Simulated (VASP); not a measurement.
# Al4BSbP2 (P-42m) in VASP: further runs, part 2 of 2

VASP 6.6.1. Earlier steps stand in the parts before.

### Step 4. Single point, PBE

This run uses another cell than the first one, of 20.95 Å³/atom.

File INCAR:

```
SYSTEM = Al4BSbP2
ALGO = Normal
EDIFF = 1E-6
ENCUT = 520
GGA = PE
ISIF = 2
ISMEAR = 0
LASPH = .True.
LCHARG = .True.
LELF = .True.
LREAL = .False.
LVHAR = .True.
LWAVE = .False.
NBANDS = 25
NELM = 60
PREC = Accurate
SIGMA = 0.2
```

File KPOINTS:

```
k-points
0
Gamma
  4 4 4
  0 0 0
```

File POSCAR:

```
Al4BSbP2
1.0
    5.3267233153      0.0000000000      0.0000000000
    0.0000000000      5.3267233153      0.0000000000
    0.0000000000      0.0000000000      5.9077745630
Al B Sb P
4 1 1 2
Direct
    0.2109261983      0.7890738017      0.7426382447
    0.7890738017      0.2109261983      0.7426382447
    0.7890738017      0.7890738017      0.2573617553
    0.2109261983      0.2109261983      0.2573617553
    0.0000000000      0.0000000000      0.0000000000
    0.5000000000      0.5000000000      0.0000000000
    0.0000000000      0.5000000000      0.5000000000
    0.5000000000      0.0000000000      0.5000000000
```

Potentials or basis: VASP PAW PBE potentials, release 64 (Al, B, Sb, P).

Command:

```console
> cat potpaw_PBE.64/Al/POTCAR potpaw_PBE.64/B/POTCAR potpaw_PBE.64/Sb/POTCAR potpaw_PBE.64/P/POTCAR > POTCAR
> mpirun -np 1 vasp_std > vasp.out
```

OUTCAR:

```text
SYSTEM = Al4BSbP2
   EDIFF = 1E-6
   ENCUT = 520
   GGA = PE
   ISIF = 2
   ISMEAR = 0
   LASPH = .True.
   LREAL = .False.
   NELM = 60
   PREC = Accurate

 ion  position               nearest neighbor table
   1  0.211  0.789  0.743-   5 2.20   7 2.38   8 2.38   6 2.66   2 3.18
   2  0.789  0.211  0.743-   5 2.20   7 2.38   8 2.38   6 2.66   1 3.18
   3  0.789  0.789  0.257-   5 2.20   7 2.38   8 2.38   6 2.66   4 3.18
   4  0.211  0.211  0.257-   5 2.20   7 2.38   8 2.38   6 2.66   3 3.18
   5  0.000  0.000  0.000-   1 2.20   2 2.20   3 2.20   4 2.20
   6  0.500  0.500  0.000-   1 2.66   2 2.66   3 2.66   4 2.66
   7  0.000  0.500  0.500-   1 2.38   2 2.38   3 2.38   4 2.38
   8  0.500  0.000  0.500-   1 2.38   2 2.38   3 2.38   4 2.38

  LATTYP: Found a simple tetragonal cell.
 ALAT       =     5.3267233153
 C/A-ratio  =     1.1090823032

  Lattice vectors:

 A1 = (   5.3267233153,   0.0000000000,   0.0000000000)
 A2 = (   0.0000000000,   5.3267233153,   0.0000000000)
 A3 = (   0.0000000000,   0.0000000000,   5.9077745630)

Analysis of symmetry for initial positions (statically):
=====================================================================
 Subroutine PRICEL returns:
 Original cell was already a primitive cell.

 Routine SETGRP: Setting up the symmetry group for a
 simple tetragonal supercell.

 Subroutine GETGRP returns: Found  8 space group operations
 (whereof  8 operations were pure point group operations)
 out of a pool of 16 trial point group operations.

The static configuration has the point symmetry D_2d.

Analysis of symmetry for dynamics (positions and initial velocities):
=====================================================================
 Subroutine PRICEL returns:
 Original cell was already a primitive cell.

 Routine SETGRP: Setting up the symmetry group for a
 simple tetragonal supercell.

 Subroutine GETGRP returns: Found  8 space group operations
 (whereof  8 operations were pure point group operations)
 out of a pool of 16 trial point group operations.

The dynamic configuration has the point symmetry D_2d.

 Subroutine INISYM returns: Found  8 space group operations
 (whereof  8 operations are pure point group operations),
 and found     1 'primitive' translations

----------------------------------------------------------------------------------------

                                     Primitive cell

  volume of cell :     167.6271

  direct lattice vectors                    reciprocal lattice vectors
     5.326723315  0.000000000  0.000000000     0.187732672  0.000000000  0.000000000
     0.000000000  5.326723315  0.000000000     0.000000000  0.187732672  0.000000000
     0.000000000  0.000000000  5.907774563     0.000000000  0.000000000  0.169268477

  length of vectors
     5.326723315  5.326723315  5.907774563     0.187732672  0.187732672  0.169268477

  position of ions in fractional coordinates (direct lattice)
     0.210926198  0.789073802  0.742638245
     0.789073802  0.210926198  0.742638245
     0.789073802  0.789073802  0.257361755
     0.210926198  0.210926198  0.257361755
     0.000000000  0.000000000  0.000000000
     0.500000000  0.500000000  0.000000000
     0.000000000  0.500000000  0.500000000
     0.500000000  0.000000000  0.500000000

  ion indices of the primitive-cell ions
[... 42 lines left out ...]
  0.500000  0.250000  0.000000      4.000000
  0.500000  0.500000  0.000000      1.000000
[... 10 lines left out ...]
  0.500000  0.250000  0.500000      4.000000
  0.500000  0.500000  0.500000      1.000000
   k-points           NKPTS =     18   k-points in BZ     NKDIM =     18   number of bands    NBANDS=     25
   number of dos      NEDOS =    301   number of ions     NIONS =      8
   total plane-waves  NPLWV =  76800
   dimension x,y,z NGX =    40 NGY =   40 NGZ =   48
   dimension x,y,z NGXF=    80 NGYF=   80 NGZF=   96
   ions per type =               4   1   1   2
   NGX,Y,Z   is equivalent  to a cutoff of  12.48, 12.48, 13.51 a.u.
   NGXF,Y,Z  is equivalent  to a cutoff of  24.97, 24.97, 27.01 a.u.
 SYSTEM =  Al4BSbP2
   PREC   = accura    normal or accurate (medium, high low for compatibility)
   ISTART =      0    job   : 0-new  1-cont  2-samecut
   ICHARG =      2    charge: 1-file 2-atom 10-const
   ISPIN  =      1    spin polarized calculation?
   LNONCOLLINEAR =      F non collinear calculations
   LSORBIT =      F    spin-orbit coupling
   LASPH  =      T    aspherical Exc in radial PAW
   ENCUT  =  520.0 eV  38.22 Ry    6.18 a.u.   9.90  9.90 10.98*2*pi/ulx,y,z
   NELM   =     60;   NELMIN=  2; NELMDL= -5     # of ELM steps
   EDIFF  = 0.1E-05   stopping-criterion for ELM
   LREAL  =      F    real-space projection
   EDIFFG = 0.1E-04   stopping-criterion for IOM
   NSW    =      0    number of steps for IOM
   IBRION =     -1    ionic relax: 0-MD 1-quasi-New 2-CG
   NFREE  =      0    steps in history (QN), initial steepest desc. (CG)
   ISIF   =      2    stress and relaxation
   ISYM   =      2    0-nonsym 1-usesym 2-fastsym
   POTIM  = 0.5000    time-step for ionic-motion
   TEBEG  =    0.0;   TEEND  =   0.0 temperature during run
   PSTRESS=    0.0 pullay stress
   NELECT =      30.0000    total number of electrons
   NUPDOWN=      -1.0000    fix difference up-down
   EMIN   =  10.00;   EMAX   =-10.00  energy-range for DOS
   EFERMI =   0.00;   METHOD = LEGACY
   ISMEAR =     0;   SIGMA  =   0.20  broadening in eV -4-tet -1-fermi 0-gaus
   EFERMI_NEDOS =   21; number of points for ismear=-14 and -15
   IALGO  =     38    algorithm
   IMIX   =      4    mixing-type and parameters
     AMIX     =   0.40;   BMIX     =  1.00
     AMIX_MAG =   1.60;   BMIX_MAG =  1.00
  volume/ion in A,a.u.               =      20.95       141.40
  Fermi-wavevector in a.u.,A,eV,Ry     =   0.922573  1.743409 11.580464  0.851140
  Thomas-Fermi vector in A             =   2.048114
   LORBIT       =      0    0 simple, 1 ext, 2 COOP (PROOUT), +10 PAW based schemes
   GGA     = PE    functional components
   LHFCALC =     F    Hartree Fock is set to
   AEXX    =    0.0000 exact exchange contribution
   IVDW    =     0    specifies the selected vdW correction
   LEPSILON=     F    determine dielectric tensor
   LRPA    =     F    only Hartree local field effects (RPA)
 non-spin polarized calculation
 Gauss-broadening in eV      SIGMA  =   0.20
  energy-cutoff  :      520.00
  volume of cell :      167.63
 maximum number of plane-waves:      4536
 NGX is ok and might be reduce to    40
   NGX = 19   NGY = 19   NGZ = 21

 number of electron      29.9999998 magnetization

 Free energy of the ion-electron system (eV)
  ---------------------------------------------------
  ext. energy  EPLUGINS =         0.00000000
  ---------------------------------------------------
  free energy    TOTEN  =       -37.00565067 eV

  energy without entropy =      -36.93359939  energy(sigma->0) =      -36.96962503

 E-fermi :   4.7754     XC(G=0):  -9.2017

 val. band max:        4.7544591885   @ k =   0.5000   0.2500   0.5000
 cond. band min:       4.8007248039   @ k =   0.5000   0.2500   0.2500
 fundamental gap:      0.0462656154
 Fermi energy:         4.7753772636

 k-point     1 :       0.0000    0.0000    0.0000
  band No.  band energies     occupation
      1      -6.6268      2.00000
      2      -4.6155      2.00000
      3      -4.0918      2.00000
      4      -1.7469      2.00000
      5      -1.0040      2.00000
      6      -0.3542      2.00000
[... 493 lines left out ...]
     24       9.8425      0.00000
     25      10.1003      0.00000

------------------------ aborting loop because EDIFF is reached ----------------------------------------

  FORCE on cell =-STRESS in cart. coord.  units (eV):
  Direction    XX          YY          ZZ          XY          YZ          ZX
  --------------------------------------------------------------------------------------
  -------------------------------------------------------------------------------------
  Total        0.2688682      0.2688682     -0.1429211      0.0000000      0.0000000      0.0000000
  in kB        2.5698385      2.5698385     -1.3660382      0.0000000      0.0000000      0.0000000
  external PRESSURE =       1.2578796 kB  Pullay stress =       0.0000000 kB

 VOLUME and BASIS-vectors are now :
 -----------------------------------------------------------------------------
  energy-cutoff  :      520.00
  volume of cell :      167.63
      direct lattice vectors                 reciprocal lattice vectors
     5.326723315  0.000000000  0.000000000     0.187732672  0.000000000  0.000000000
     0.000000000  5.326723315  0.000000000     0.000000000  0.187732672  0.000000000
     0.000000000  0.000000000  5.907774563     0.000000000  0.000000000  0.169268477

 POSITION                                       TOTAL-FORCE (eV/Angst)
 -----------------------------------------------------------------------------------
      1.12355      4.20318      4.38734        -0.031722      0.031722      0.005049
      4.20318      1.12355      4.38734         0.031722     -0.031722      0.005049
      4.20318      4.20318      1.52044         0.031722      0.031722     -0.005049
      1.12355      1.12355      1.52044        -0.031722     -0.031722     -0.005049
      0.00000      0.00000      0.00000         0.000000      0.000000      0.000000
      2.66336      2.66336      0.00000         0.000000     -0.000000      0.000000
      0.00000      2.66336      2.95389        -0.000000      0.000000      0.000000
      2.66336      0.00000      2.95389         0.000000      0.000000     -0.000000
 -----------------------------------------------------------------------------------
    total drift:                                0.000000      0.000000     -0.000000

  FREE ENERGIE OF THE ION-ELECTRON SYSTEM (eV)
  ---------------------------------------------------
  free  energy   TOTEN  =       -37.0056506655 eV

  energy  without entropy=      -36.9335993889  energy(sigma->0) =      -36.96962503
```

Run time: 1.9 min. Hardware: 1 thread of Intel Xeon 8259CL, shared host; peak memory 0.31 GiB.

Results:

| Item | Value |
| --- | --- |
| Free energy | -37.0057 eV |
| Pressure | 0.1 GPa |
| Largest force | 0.045 eV/Å |
| Band gap on the k mesh | zero (bands 15 and 16 overlap by 1.60 eV) |

Forces in eV/Å, atoms in the order of the input:
```
Al  -0.032  0.032  0.005
Al   0.032 -0.032  0.005
Al   0.032  0.032 -0.005
Al  -0.032 -0.032 -0.005
B    0.000  0.000  0.000
Sb   0.000  0.000  0.000
P    0.000  0.000  0.000
P    0.000  0.000  0.000
```

Caveat: spin-orbit coupling is left out, which moves the levels of the heavy elements.

### Step 5. The runs side by side

```csv
task,cell,k mesh,cutoff (eV),gap on the mesh (eV),pressure (GPa),largest force (eV/Å)
single point,"a = 5.405, b = 5.405, c = 5.767 Å, 8 atoms, atomic positions A",3 × 3 × 3,520,none,-0.2,0.02
relaxation of cell and atoms,"relaxed from a = 5.300 Å, 8 atoms, atomic positions B",3 × 3 × 3,600,none,0.1,0.05
single point,"a = 5.327, b = 5.327, c = 5.908 Å, 8 atoms, atomic positions C",4 × 4 × 4,520,none,0.1,0.05
```

Alike in all rows: level PBE; potentials or basis VASP PAW PBE potentials, release 64 (Al, B, Sb, P); no spin polarisation; smearing gaussian 0.2 eV.

Caveats: some runs use coarse meshes; spin-orbit coupling is left out, which moves the levels of the heavy elements; semilocal functionals underestimate gaps, so a narrow gap can read as zero (at least some runs); the relaxation stopped at a loose force limit of 0.08 eV/Å, so its end isn't a converged minimum (at least some runs).

Absolute energies hang on the potentials; compare differences alone.
